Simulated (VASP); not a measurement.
Wanted: the native input for a VASP 6.6.1 run.

```
Task                    : density of states
Functional              : PBEsol
Potentials or basis     : VASP PAW PBE potentials, release 64 (Sc_sv, Al)
Cutoff                  : 520 eV
k mesh                  : 10 × 10 × 10
Occupations             : gaussian, width 0.1 eV
Spin                    : no spin polarisation
Dipole correction       : no
k mesh for the DOS      : 15 × 15 × 15
Occupations for the DOS : tetrahedron
Further INCAR settings  : ALGO = Fast; EDIFF = 1e-06; NBANDS = 26
```

Crystal: Sc3Al.

```xyz
4
Lattice="4.3748 0.0000 0.0000 0.0000 4.3748 0.0000 0.0000 0.0000 4.3748" Properties=species:S:1:pos:R:3 pbc="T T T"
Sc    2.1874    0.0000    2.1874
Sc    0.0000    2.1874    2.1874
Sc    2.1874    2.1874    0.0000
Al    0.0000    0.0000    0.0000
```

One way to write it, as run:

POSCAR

```
Sc3Al
1.0
    4.3747950000      0.0000000000      0.0000000000
    0.0000000000      4.3747950000      0.0000000000
    0.0000000000      0.0000000000      4.3747950000
Sc Al
3 1
Direct
    0.5000000000      0.0000000000      0.5000000000
    0.0000000000      0.5000000000      0.5000000000
    0.5000000000      0.5000000000      0.0000000000
    0.0000000000      0.0000000000      0.0000000000
```

INCAR.step1

```
PREC     = Accurate       # precision mode
ENCUT    = 520            # plane-wave cutoff, eV
EDIFF    = 1E-6           # SCF threshold, eV
ISMEAR   = 0              # smearing method
SIGMA    = 0.1            # smearing width, eV
LREAL    = F              # projectors in reciprocal space
LASPH    = T              # aspherical terms in the spheres
NELM     = 80             # most SCF steps
ALGO     = Fast           # electronic algorithm
ISIF     = 2              # what is computed and relaxed
LWAVE    = F              # write WAVECAR
LCHARG   = T              # write CHGCAR
LMAXMIX  = 4              # l up to which the mixer works
GGA      = PS             # functional
NBANDS   = 26             # bands
```

KPOINTS.step1

```
regular mesh
0
Gamma
  10 10 10
```

INCAR.step2

```
PREC     = Accurate       # precision mode
ENCUT    = 520            # plane-wave cutoff, eV
EDIFF    = 1E-6           # SCF threshold, eV
ISMEAR   = -5             # smearing method
SIGMA    = 0.1            # smearing width, eV
LREAL    = F              # projectors in reciprocal space
LASPH    = T              # aspherical terms in the spheres
NELM     = 80             # most SCF steps
ALGO     = Fast           # electronic algorithm
ISIF     = 2              # what is computed and relaxed
LWAVE    = F              # write WAVECAR
LCHARG   = F              # write CHGCAR
LMAXMIX  = 4              # l up to which the mixer works
GGA      = PS             # functional
LORBIT   = 11             # projections on sites
NBANDS   = 26             # bands
NEDOS    = 2001           # points of the DOS
ICHARG   = 11             # starting density
```

KPOINTS.step2

```
regular mesh
0
Gamma
  15 15 15
```

Potentials or basis: VASP PAW PBE potentials, release 64 (Sc_sv, Al).

Launch:

```bash
$ cat potpaw_PBE.64/Sc_sv/POTCAR potpaw_PBE.64/Al/POTCAR > POTCAR
$ cp INCAR.step1 INCAR
$ cp KPOINTS.step1 KPOINTS
$ mpirun -np 1 vasp_std > vasp.out
$ cp INCAR.step2 INCAR
$ cp KPOINTS.step2 KPOINTS
$ mpirun -np 1 vasp_std > vasp.out
```

It gave:

The valence electrons inside the program's atomic spheres are Sc 9.49; Al 0.80.

Run time: 2.6 min on 1 thread of Intel(R) Xeon(R) Platinum 8559C (Emerald Rapids), on a shared host, peak memory 0.34 GiB.
